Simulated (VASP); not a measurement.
Here is a VASP 6.6.1 calculation.

Contents of INCAR:

```
PREC = Accurate
ENCUT = 600
EDIFF = 1E-6
ISMEAR = -1
SIGMA = 0.1
LREAL = False
LASPH = True
NELM = 100
ALGO = Normal
ISIF = 3
LWAVE = False
LCHARG = False
GGA = PE
IBRION = 2
NSW = 80
EDIFFG = -0.01
```

The input KPOINTS:

```
Automatic mesh
0
Gamma
  9 9 3
```

POSCAR

```
Ca
1.0
    3.9515900202      0.0000000000      0.0000000000
   -1.9757950101      3.4221773429      0.0000000000
    0.0000000000      0.0000000000     12.9058930061
Ca
4
Direct
    0.0000000000      0.0000000000      0.0000000000
    0.0000000000      0.0000000000      0.5000000000
    0.3333333333      0.6666666667      0.2500000000
    0.6666666667      0.3333333333      0.7500000000
```

Potentials or basis: VASP PAW PBE potentials, release 64 (Ca_sv).

Launch:

```console
$ cat potpaw_PBE.64/Ca_sv/POTCAR > POTCAR
$ mpirun -np 1 vasp_std > vasp.out
```

**Question.** What does it give for the relaxed cell?

**Answer.** a = 3.913 Å, b = 3.913 Å, c = 12.807 Å, α = 90.00°, β = 90.00°, γ = 120.00°.

**Question.** Estimate the band gap on the k mesh.

**Answer.** Zero (bands 20 and 21 overlap by 0.41 eV).

**Question.** What does it give for the relaxed volume?

**Answer.** 42.45 Å³/atom.

**Question.** What does it give for the space group after relaxing (to 0.1 Å)?

**Answer.** P6_3/mmc (No. 194).

The path:
```tsv
step	energy change (eV)	largest force (eV/Å)	pressure (GPa)	volume (Å³)
1	0.0000	0.0000	-0.47	174.53
2	-0.0065	0.0000	-0.16	171.32
3	-0.0074	0.0000	-0.01	169.78
```
